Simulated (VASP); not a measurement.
Input of a VASP 6.6.1 run:

File INCAR:

```
PREC = Accurate
ENCUT = 520
EDIFF = 1E-6
ISMEAR = 0
SIGMA = 0.1
LREAL = F
LASPH = T
NELM = 150
ALGO = Normal
ISIF = 2
LWAVE = F
LCHARG = F
ISPIN = 2
MAGMOM = 0 1.6 0 0 0 0
LORBIT = 11
LMAXMIX = 4
GGA = PE
NBANDS = 37
```

File KPOINTS:

```
Automatic mesh
0
Gamma
  8 8 6
```

POSCAR

```
HfMoSe4
1.0
    4.5520781636      0.0000000000      0.0000000000
    0.0000000000      4.5520781636      0.0000000000
    0.0000000000      0.0000000000      6.4325848310
Hf Mo Se
1 1 4
Direct
    0.0000000000      0.0000000000      0.0000000000
    0.5000000000      0.5000000000      0.5000000000
    0.5000000000      0.0000000000      0.7426160447
    0.0000000000      0.5000000000      0.2573839553
    0.5000000000      0.0000000000      0.2573839553
    0.0000000000      0.5000000000      0.7426160447
```

Potentials or basis: VASP PAW PBE potentials, release 64 (Hf_pv, Mo_sv, Se).

Command:

```bash
$ cat potpaw_PBE.64/Hf_pv/POTCAR potpaw_PBE.64/Mo_sv/POTCAR potpaw_PBE.64/Se/POTCAR > POTCAR
$ mpirun -np 1 vasp_std > vasp.out
```

Q: Estimate the largest force.

A: 0.031 eV/Å.

Q: Estimate the site moments.

A: Hf +0.11; Mo +1.78; Se -0.03 μB.

Q: Predict the net moment.

A: 2.07 μB per cell.

Forces in eV/Å, atoms in the order of the input:
```
Hf   0.000  0.000  0.000
Mo   0.000  0.000  0.000
Se   0.000  0.000  0.031
Se   0.000  0.000 -0.031
Se   0.000  0.000 -0.031
Se   0.000  0.000  0.031
```
